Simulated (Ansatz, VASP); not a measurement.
# C in VASP and in Ansatz

```
C
1.0
     2.12732   -1.22828    0.00000
     2.12732    1.22828    0.00000
    -1.37907    0.00000    3.50283
C
2
Direct
  0.16664 0.16664 0.99991
  0.83336 0.83336 0.00009
```

Alike in both runs: task single point; functional PBE; k mesh 13 × 13 × 8; occupations gaussian, width 0.019 eV; no spin polarisation.

|  | VASP | Ansatz |
| --- | --- | --- |
| version | VASP 6.6.1 | Ansatz 0.2.0 |
| potentials or method | VASP PAW PBE potentials, release 64 (C) | Ansatz PAW |
| plane-wave cutoff (eV) | 520 | 420 |
| valence electrons in the cell | 8 | 8 |

```tsv
	VASP	Ansatz	Ansatz less VASP
gap on the k mesh at the Fermi level (eV)	0.93	0.93	0.000
least direct gap on the mesh (eV)	0.94	0.94	0.000
pressure (GPa)	4.2	3.8	-0.41
traceless stress, the component that is largest in VASP (GPa)	-2.13	-1.60	+0.528
```

Noted on Ansatz's run: odd divisions of the mesh miss points on the zone boundary, where band edges often lie, so the gap on the mesh can be too wide.
